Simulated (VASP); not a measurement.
**Si: relaxation of cell and atoms with r2SCAN**

Crystal: Si.

```
Si
1.0
     0.00000    2.71356    2.71356
     2.71356    0.00000    2.71356
     2.71356    2.71356    0.00000
Si
2
Direct
  0.25000 0.25000 0.25000
  0.00000 0.00000 0.00000
```

* Program: VASP 6.6.1
* Task: relaxation of cell and atoms
* Functional: r2SCAN
* Potentials or basis: VASP PAW PBE potentials, release 64 (Si)
* Cutoff: 600 eV
* k mesh: 8 × 8 × 8
* Occupations: gaussian, width 0.01 eV
* Spin: no spin polarisation
* Dipole correction: no
* Further INCAR settings: ALGO = Normal; EDIFF = 1e-07; IBRION = 2; EDIFFG = -0.002; NSW = 100; ISIF = 3

```yaml
Relaxed_volume: 20.12 Å³/atom
Relaxed_cell: a = 3.847 Å, b = 3.847 Å, c = 3.847 Å, α = 60.00°, β = 60.00°, γ = 60.00°
Space_group_after_relaxing_to_0.1_Å: Fd-3m (No. 227)
Energy_gained_by_relaxing: 0.3 meV/atom
Ionic_steps: 3
Pressure_after_relaxing: 0.0 GPa
Band_gap_on_the_k_mesh: 0.82 eV (least direct gap 2.76 eV)
```

Step by step:
| step | energy change (eV) | largest force (eV/Å) | pressure (GPa) | volume (Å³) |
| --- | --- | --- | --- | --- |
| 1 | 0.0000 | 0.0000 | 0.70 | 39.96 |
| 2 | -0.0002 | 0.0000 | -0.53 | 40.47 |
| 3 | -0.0006 | 0.0000 | 0.01 | 40.24 |

Final structure:
```
Si
1.0
     0.00000    2.71992    2.71992
     2.71992    0.00000    2.71992
     2.71992    2.71992    0.00000
Si
2
Direct
  0.25000 0.25000 0.25000
  0.00000 0.00000 0.00000
```

Levels at points of the mesh, in eV from the valence-band top:
| k point | band 2 | band 3 | band 4 | band 5 | band 6 | band 7 |
| --- | --- | --- | --- | --- | --- | --- |
| (0.00, 0.00, 0.00) | 0.00 | 0.00 | 0.00 | 2.76 | 2.76 | 2.76 |
| (0.50, 0.00, 0.00) | -7.24 | -1.27 | -1.27 | 1.87 | 3.59 | 3.59 |
| (0.50, 0.50, 0.00) | -8.14 | -3.00 | -3.00 | 0.93 | 0.93 | 10.84 |

Run time: 2.3 min on 1 thread of Intel Xeon 8259CL (shared host), peak memory 0.18 GiB.

Caveat: the PAW data sets were made with another functional, which shifts forces and pressure a little. r2SCAN opens gaps a little over a GGA but as a rule still falls short of measured ones.
